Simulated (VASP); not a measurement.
Set up this calculation in VASP 6.6.1, as the native input.

| Property | Result |
| --- | --- |
| Task | single point |
| Functional | PBEsol |
| Potentials or basis | VASP PAW PBE potentials, release 64 (F) |
| Cutoff | 520 eV |
| k mesh | 4 × 4 × 2 |
| Occupations | gaussian, width 0.05 eV |
| Spin | no spin polarisation |
| Dipole correction | no |
| Further INCAR settings | ALGO = Normal; EDIFF = 1e-06; NBANDS = 22 |

The structure of F lies in POSCAR:

```
F
1.0
    3.0111171686     -1.7305922359     -0.2322433325
    3.0111171686      1.7305922359     -0.2322433325
   -2.2641300902      0.0000000000      6.9305478688
F
4
Direct
    0.0848459664      0.0848459664      0.0940038325
    0.9151540336      0.9151540336      0.9059961675
    0.5015719855      0.5015719855      0.5937195244
    0.4984280145      0.4984280145      0.4062804756
```

These files were run (other wordings do the same):

INCAR

```
SYSTEM = F
ALGO = Normal
EDIFF = 1E-6
ENCUT = 520
GGA = PS
ISIF = 2
ISMEAR = 0
LASPH = .TRUE.
LCHARG = .FALSE.
LREAL = .FALSE.
LWAVE = .FALSE.
NBANDS = 22
NELM = 100
PREC = Accurate
SIGMA = 0.05
```

KPOINTS

```
k-points
0
G
  4 4 2
  0 0 0
```

Potentials or basis: VASP PAW PBE potentials, release 64 (F).

Launch:

```sh
$ cat potpaw_PBE.64/F/POTCAR > POTCAR
$ mpirun -np 1 vasp_std > vasp.out
```

Results of the run:

```yaml
Pressure: 4.3 GPa
Largest_force: 2.230 eV/Å
Band_gap_on_the_k_mesh: 3.46 eV, indirect (least direct gap 3.57 eV)
```

Caveat: the k points lie up to 0.53 Å⁻¹ apart; the PAW data sets were made with another functional, which shifts forces and pressure a little.

Run time: 9.5 s on 1 thread of Intel(R) Xeon(R) Platinum 8559C (Emerald Rapids) (shared host), peak memory 0.17 GiB.
